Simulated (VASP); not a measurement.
# NaBe16 (a cell with a defect) in VASP: single point with PBE+D3(BJ)

Aim: the single point of NaBe16 (a cell with a defect) with PBE+D3(BJ).

Everything below comes from runs of VASP 6.6.1. Logs are shortened: lines on timing, memory, paths and dates and some standing lists are left out, and cuts for length are marked.

## (1) The cell of the first run

The cell holds a defect, 17 atoms: a = 4.580 Å, b = 3.966 Å, c = 7.177 Å, α = 90.00°, β = 90.00°, γ = 90.00°.

## (2) Single point, PBE+D3(BJ)

File INCAR:

```
SYSTEM = NaBe16
PREC = Accurate
ENCUT = 520
EDIFF = 1E-7
ISMEAR = 0
SIGMA = 0.15
LREAL = Auto
LASPH = .TRUE.
NELM = 100
ALGO = Normal
ISIF = 2
LWAVE = .FALSE.
LCHARG = .TRUE.
GGA = PE
IVDW = 12
LELF = .TRUE.
LVHAR = .TRUE.
NBANDS = 34
```

File KPOINTS:

```
Automatic mesh
0
G
  5 6 4
  0 0 0
```

File POSCAR:

```
NaBe16
1.0
   -2.2900000000     -3.9663960000      0.0000000000
    3.4350000000     -1.9831980000      0.0000000000
    0.0000000000      0.0000000000      7.1768600000
Be Na
16 1
Direct
    0.6356660614      0.2727175212     -0.0170712421
    0.3116838228      0.3283812543      0.2118503630
    0.6104707932      0.6255192259      0.3807162172
    0.5992299104      0.4141935954      0.6803969126
    0.4803594523     -0.2164137727      0.0939568396
    0.1719001337      0.8537183743      0.2942112847
    0.6759799901     -0.0888704619      0.6265337490
    0.3669733188      1.0223585383      0.8157564191
    0.2215324885      0.5051115586     -0.0683585492
   -0.1047161748      0.5488806185      0.1505242041
    0.4243728889      0.1499055148      0.4634332620
   -0.0496920068      0.1979572948      0.7752483268
    0.0654709156      0.0291306825      0.0310786656
    0.7411837988      1.0672079252      0.2418678213
   -0.0721973752      0.2137862021      0.4681668896
    0.7791884729      0.7297085179      0.8766569532
    0.1443114695      0.6671038508      0.5972561336
```

Potentials or basis: VASP PAW PBE potentials, release 64 (Be, Na_pv).

On the command line:

```console
$ cat potpaw_PBE.64/Be/POTCAR potpaw_PBE.64/Na_pv/POTCAR > POTCAR
$ mpirun -np 1 vasp_std > vasp.out
```

OUTCAR:

```text
SYSTEM = NaBe16
   PREC = Accurate
   ENCUT = 520
   EDIFF = 1E-7
   ISMEAR = 0
   LREAL = Auto
   LASPH = .TRUE.
   NELM = 100
   ISIF = 2
   GGA = PE
   IVDW = 12
 IVDW          = 12

 ion  position               nearest neighbor table
   1  0.636  0.273  0.983-   8 1.98  10 2.02  16 2.07  14 2.09  12 2.09   9 2.14   5 2.21  13 2.22
                             2 2.22   4 2.25   5 2.29  16 2.38
   2  0.312  0.328  0.212-  11 2.01   6 2.07  13 2.09   5 2.14  10 2.14   9 2.17   3 2.17   1 2.22
                            14 2.23   6 2.26
   3  0.610  0.626  0.381-  14 2.10   7 2.12  10 2.13  11 2.15   2 2.17   5 2.23  15 2.27   6 2.29
                             4 2.31  11 2.32
   4  0.599  0.414  0.680-  12 1.95   7 2.04  11 2.04  16 2.06   7 2.06   8 2.12   1 2.25  15 2.28
                             3 2.31  17 2.39
   5  0.480  0.784  0.094-  14 1.95   9 2.00   6 2.03  16 2.09   2 2.14  10 2.15  13 2.18   1 2.21
                             3 2.23   8 2.27   1 2.29
   6  0.172  0.854  0.294-  10 2.03   5 2.03  11 2.05  13 2.07   2 2.07  14 2.18  15 2.20   2 2.26
                             3 2.29  17 2.30
   7  0.676  0.911  0.627-  11 1.90  16 1.99  12 2.00   8 2.01  15 2.02   4 2.04   4 2.06   3 2.12
                            17 2.36
   8  0.367  0.022  0.816-   1 1.98   7 2.01  12 2.05  13 2.07   4 2.12   9 2.19  16 2.26   5 2.27
                             9 2.31  17 2.34
   9  0.222  0.505  0.932-   5 2.00  12 2.07   1 2.14  13 2.14   2 2.17  10 2.17   8 2.19  16 2.25
                            13 2.31   8 2.31  17 2.51
  10  0.895  0.549  0.151-   1 2.02   6 2.03   3 2.13  14 2.14   2 2.14   5 2.15  16 2.16   9 2.17
                            13 2.23  14 2.27  13 2.36
  11  0.424  0.150  0.463-   7 1.90   2 2.01   4 2.04   6 2.05   3 2.15  14 2.18  15 2.29  15 2.32
                             3 2.32  17 2.50
  12  0.950  0.198  0.775-   4 1.95   7 2.00  13 2.02   8 2.05   9 2.07   1 2.09  16 2.14  15 2.21
                            16 2.36  17 2.43
  13  0.065  0.029  0.031-  12 2.02   6 2.07   8 2.07  16 2.09   2 2.09  14 2.13   9 2.14   5 2.18
                             1 2.22  10 2.23   9 2.31  10 2.36
  14  0.741  0.067  0.242-  15 1.93   5 1.95   1 2.09   3 2.10  13 2.13  10 2.14  11 2.18   6 2.18
                             2 2.23  10 2.27
  15  0.928  0.214  0.468-  14 1.93   7 2.02   6 2.20  12 2.21  17 2.25   3 2.27   4 2.28  11 2.29
                            11 2.32  17 2.56
  16  0.779  0.730  0.877-   7 1.99   4 2.06   1 2.07   5 2.09  13 2.09  12 2.14  10 2.16   9 2.25
                             8 2.26  12 2.36   1 2.38
  17  0.144  0.667  0.597-  15 2.25   6 2.30   8 2.34   7 2.36   4 2.39  12 2.43  11 2.50   9 2.51
                            15 2.56

  LATTYP: Found a simple orthorhombic cell.
 ALAT       =     3.9663962620
 B/A-ratio  =     1.1547004875
 C/A-ratio  =     1.8094157835

  Lattice vectors:

 A1 = (  -3.4350000000,   1.9831980000,   0.0000000000)
 A2 = (  -2.2900000000,  -3.9663960000,   0.0000000000)
 A3 = (   0.0000000000,   0.0000000000,   7.1768600000)

Analysis of symmetry for initial positions (statically):
=====================================================================
 Subroutine PRICEL returns:
 Original cell was already a primitive cell.

 Routine SETGRP: Setting up the symmetry group for a
 simple orthorhombic supercell.

 Subroutine GETGRP returns: Found  1 space group operations
 (whereof  1 operations were pure point group operations)
 out of a pool of  8 trial point group operations.

The static configuration has the point symmetry C_1 .

Analysis of symmetry for dynamics (positions and initial velocities):
=====================================================================
 Subroutine PRICEL returns:
 Original cell was already a primitive cell.

 Routine SETGRP: Setting up the symmetry group for a
 simple orthorhombic supercell.

 Subroutine GETGRP returns: Found  1 space group operations
 (whereof  1 operations were pure point group operations)
 out of a pool of  8 trial point group operations.

The dynamic configuration has the point symmetry C_1 .

 Subroutine INISYM returns: Found  1 space group operations
 (whereof  1 operations are pure point group operations),
 and found     1 'primitive' translations

----------------------------------------------------------------------------------------

                                     Primitive cell

  volume of cell :     130.3755

  direct lattice vectors                    reciprocal lattice vectors
    -2.290000000 -3.966396000  0.000000000    -0.109170306 -0.189088533  0.000000000
     3.435000000 -1.983198000  0.000000000     0.218340611 -0.126059022  0.000000000
     0.000000000  0.000000000  7.176860000     0.000000000  0.000000000  0.139336702

  length of vectors
     4.579999697  3.966396262  7.176860000     0.218340626  0.252118027  0.139336702
[... 54 lines left out ...]

  Length of vectors
     0.043668125  0.042019671  0.034834175

  Shift w.r.t. Gamma in fractional coordinates (k-lattice)
     0.000000000  0.000000000  0.000000000

 Subroutine IBZKPT returns following result:
 ===========================================

 Found     62 irreducible k-points:

 Following reciprocal coordinates:
            Coordinates               Weight
  0.000000  0.000000  0.000000      1.000000
  0.200000  0.000000  0.000000      2.000000
  0.400000  0.000000  0.000000      2.000000
  0.000000  0.166667  0.000000      2.000000
  0.200000  0.166667  0.000000      2.000000
 -0.200000  0.166667  0.000000      2.000000
[... 16 lines left out ...]
  0.000000  0.166667 -0.250000      2.000000
  0.200000  0.166667  0.250000      2.000000
 [... further k-points ...]
   k-points           NKPTS =     62   k-points in BZ     NKDIM =     62   number of bands    NBANDS=     34
   number of dos      NEDOS =    301   number of ions     NIONS =     17
   total plane-waves  NPLWV =  58320
   dimension x,y,z NGX =    36 NGY =   30 NGZ =   54
   dimension x,y,z NGXF=    72 NGYF=   60 NGZF=  108
   ions per type =              16   1
   NGX,Y,Z   is equivalent  to a cutoff of  13.07, 12.57, 12.51 a.u.
   NGXF,Y,Z  is equivalent  to a cutoff of  26.13, 25.15, 25.02 a.u.
 SYSTEM =  NaBe16
   PREC   = accura    normal or accurate (medium, high low for compatibility)
   ISTART =      0    job   : 0-new  1-cont  2-samecut
   ICHARG =      2    charge: 1-file 2-atom 10-const
   ISPIN  =      1    spin polarized calculation?
   LNONCOLLINEAR =      F non collinear calculations
   LSORBIT =      F    spin-orbit coupling
   LASPH  =      T    aspherical Exc in radial PAW
   ENCUT  =  520.0 eV  38.22 Ry    6.18 a.u.   8.52  7.37 13.34*2*pi/ulx,y,z
   NELM   =    100;   NELMIN=  2; NELMDL= -5     # of ELM steps
   EDIFF  = 0.1E-06   stopping-criterion for ELM
   LREAL  =      T    real-space projection
   EDIFFG = 0.1E-05   stopping-criterion for IOM
   NSW    =      0    number of steps for IOM
   IBRION =     -1    ionic relax: 0-MD 1-quasi-New 2-CG
   NFREE  =      0    steps in history (QN), initial steepest desc. (CG)
   ISIF   =      2    stress and relaxation
   ISYM   =      2    0-nonsym 1-usesym 2-fastsym
   POTIM  = 0.5000    time-step for ionic-motion
   TEBEG  =    0.0;   TEEND  =   0.0 temperature during run
   PSTRESS=    0.0 pullay stress
   NELECT =      39.0000    total number of electrons
   NUPDOWN=      -1.0000    fix difference up-down
   EMIN   =  10.00;   EMAX   =-10.00  energy-range for DOS
   EFERMI =   0.00;   METHOD = LEGACY
   ISMEAR =     0;   SIGMA  =   0.15  broadening in eV -4-tet -1-fermi 0-gaus
   EFERMI_NEDOS =   21; number of points for ismear=-14 and -15
   IALGO  =     38    algorithm
   IMIX   =      4    mixing-type and parameters
     AMIX     =   0.40;   BMIX     =  1.00
     AMIX_MAG =   1.60;   BMIX_MAG =  1.00
  volume/ion in A,a.u.               =       7.67        51.75
  Fermi-wavevector in a.u.,A,eV,Ry     =   1.094875  2.069013 16.309988  1.198750
  Thomas-Fermi vector in A             =   2.231188
   LORBIT       =      0    0 simple, 1 ext, 2 COOP (PROOUT), +10 PAW based schemes
   GGA     = PE    functional components
   LHFCALC =     F    Hartree Fock is set to
   AEXX    =    0.0000 exact exchange contribution
   IVDW    =    12    specifies the selected vdW correction
   LEPSILON=     F    determine dielectric tensor
   LRPA    =     F    only Hartree local field effects (RPA)
 non-spin polarized calculation
 Gauss-broadening in eV      SIGMA  =   0.15
  energy-cutoff  :      520.00
  volume of cell :      130.38
 maximum number of plane-waves:      3532
 NGX is ok and might be reduce to    36
   NGX = 17   NGY = 15   NGZ = 27

 number of electron      39.0000006 magnetization

 Free energy of the ion-electron system (eV)
  ---------------------------------------------------
  ext. energy  EPLUGINS =         0.00000000
  ---------------------------------------------------
  free energy    TOTEN  =       -54.54847939 eV

  energy without entropy =      -54.52176190  energy(sigma->0) =      -54.53512064

 E-fermi :   7.0620     XC(G=0): -10.7707

 val. band max:        7.0242591526   @ k =  -0.4000   0.1667   0.0000
 cond. band min:       7.0657572441   @ k =   0.4000   0.5000   0.0000
 fundamental gap:      0.0414980915
 Fermi energy:         7.0619922372

 k-point     1 :       0.0000    0.0000    0.0000
  band No.  band energies     occupation
      1     -16.8269      2.00000
      2     -16.7569      2.00000
      3     -16.7339      2.00000
      4      -4.1939      2.00000
      5      -1.9647      2.00000
      6      -1.6615      2.00000
[... 805 lines left out ...]
     30      11.8748      0.00000
     31      12.3948      0.00000

 [... further k-points ...]

 [bands above 31 left out]

------------------------ aborting loop because EDIFF is reached ----------------------------------------

 Edisp (eV)   -6.54135

 E8    (eV) :    -2.3454

  FORCE on cell =-STRESS in cart. coord.  units (eV):
  Direction    XX          YY          ZZ          XY          YZ          ZX
  --------------------------------------------------------------------------------------
  -------------------------------------------------------------------------------------
  Total       4.52624    13.50564    19.27612    -1.05108    -9.43012    -6.21033
  in kB      55.62269   165.97008   236.88321   -12.91671  -115.88620   -76.31838
  external pressure =      152.83 kB  Pullay stress =        0.00 kB

 VOLUME and BASIS-vectors are now :
 -----------------------------------------------------------------------------
  energy-cutoff  :      520.00
  volume of cell :      130.38
      direct lattice vectors                 reciprocal lattice vectors
    -2.290000000 -3.966396000  0.000000000    -0.109170306 -0.189088533  0.000000000
     3.435000000 -1.983198000  0.000000000     0.218340611 -0.126059022  0.000000000
     0.000000000  0.000000000  7.176860000     0.000000000  0.000000000  0.139336702

 POSITION                                       TOTAL-FORCE (eV/Angst)
 -----------------------------------------------------------------------------------
     -0.51889     -3.06216      7.05434        -0.004670      0.000347      0.010282
      0.41423     -1.88751      1.52042         0.013652     -0.004396      0.009465
      0.75068     -3.66190      2.73235         0.018098     -0.000151     -0.012449
      0.05052     -3.19821      4.88311         0.031073     -0.020748     -0.001644
      1.59160     -3.45930      0.67432        -0.005047     -0.001851      0.005447
      2.53887     -2.37492      2.11151        -0.007364      0.002059     -0.015734
[... 9 lines left out ...]
      0.72221     -4.53773      6.29164         0.005932     -0.008824     -0.000816
      1.96103     -1.89540      4.28642        -0.011418      0.007565      0.002253
 -----------------------------------------------------------------------------------
    total drift:                                0.000551      0.002931      0.001210

  FREE ENERGIE OF THE ION-ELECTRON SYSTEM (eV)
  ---------------------------------------------------
  free  energy   TOTEN  =       -61.0898246746 eV

  energy  without entropy=      -61.0631071923  energy(sigma->0) =      -61.07646593
```

Wall time 4.2 min (1 thread of Intel Xeon 6975P-C (Granite Rapids), shared host); peak memory 0.33 GiB.

Results:

* Free energy: -61.0898 eV
* Pressure: 15.3 GPa
* Largest force: 0.037 eV/Å
* Band gap on the k mesh: zero (an odd number of electrons rules out a gap without spin polarisation)
* Dispersion energy per atom: -0.385 eV

Forces in eV/Å, atoms in the order of the input:
```
Be  -0.005  0.000  0.010
Be   0.014 -0.004  0.009
Be   0.018  0.000 -0.012
Be   0.031 -0.021 -0.002
Be  -0.005 -0.002  0.005
Be  -0.007  0.002 -0.016
Be  -0.027  0.023 -0.005
Be  -0.007  0.009  0.013
Be   0.006 -0.013  0.008
Be  -0.018  0.004  0.020
Be   0.009  0.006 -0.029
Be  -0.014  0.017  0.004
Be   0.009  0.013  0.002
Be   0.003 -0.006 -0.001
Be  -0.001 -0.026 -0.008
Be   0.006 -0.009 -0.001
Na  -0.011  0.008  0.002
```

The gap in the log of VASP goes by the Fermi energy; the results here count the filled bands.